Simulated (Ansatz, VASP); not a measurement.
**Mo: VASP beside Ansatz**

The input POSCAR:

```
Mo
1.0
    3.2764475038      0.0000000000      0.0000000000
    0.0000000000      3.2764475038      0.0000000000
    0.0000000000      0.0000000000      3.2764475038
Mo
2
Direct
    0.0000000000      0.0000000000      0.0000000000
    0.5000000000      0.5000000000      0.5000000000
```

The input INCAR.step1:

```
SYSTEM = Mo
  PREC = Accurate
  ENCUT = 520
  ISMEAR = 0
  SIGMA = 0.1
  LREAL = .False.
  LASPH = .True.
  NELM = 80
  NBANDS = 21
  GGA = PE
  ALGO = Normal
  EDIFF = 1E-4
  LWAVE = .True.
  LCHARG = .False.
```

File INCAR.step2:

```
SYSTEM = Mo
  PREC = Accurate
  ENCUT = 520
  EDIFF = 1E-6
  ISMEAR = 0
  SIGMA = 0.1
  LREAL = .False.
  LASPH = .True.
  NELM = 80
  ALGO = Normal
  ISIF = 2
  LWAVE = .False.
  LCHARG = .True.
  METAGGA = R2SCAN
  LMIXTAU = .True.
  LELF = .True.
  LVHAR = .True.
  NBANDS = 21
  ISTART = 1
```

File KPOINTS:

```
regular mesh
0
Gamma
  16 16 16
  0 0 0
```

Input for Ansatz:

```yaml
crystal:
  lattice:
    - [3.2764475038, 0.0, 0.0]
    - [0.0, 3.2764475038, 0.0]
    - [0.0, 0.0, 3.2764475038]
  atoms:
    - { symbol: Mo, position: [0.0, 0.0, 0.0] }
    - { symbol: Mo, position: [0.5, 0.5, 0.5] }
basis:
  ecutwfc: 500
kpoints:
  mp_grid: { grid: [16, 16, 16] }
hamiltonian:
  xc: r2scan
scf:
  occupations: { method: gaussian, width: 0.1 }
output:
  forces: true
  stress: true
  eigenvalues: true
  write_density: true
  write_potential: true
  elf: true
  volumetric_format: npy
```

Change from the starting cell: equal strain along all axes, cell held, atoms relaxed: +4.0 %.

Alike in both runs: task single point; functional r2SCAN; k mesh 16 × 16 × 16; occupations gaussian, width 0.1 eV; no spin polarisation.

|  | VASP | Ansatz |
| --- | --- | --- |
| version | VASP 6.6.1 | Ansatz 0.2.0 |
| potentials or method | VASP PAW PBE potentials, release 64 (Mo_sv), cutoff 520 eV | scalar-relativistic, plane waves, PAW |
| valence electrons in the cell | 28 | 28 |

```tsv
	VASP	Ansatz	Ansatz less VASP
gap on the k mesh at the Fermi level (eV)	none	none	-
pressure (GPa)	-24.3	-24.9	-0.67
```

VASP's potentials were made for PBE, not for r2SCAN. A gap of «none» marks a metal or a gap that the smearing closes. The functional is the same, so the differences come from potentials, cutoffs and numerics.
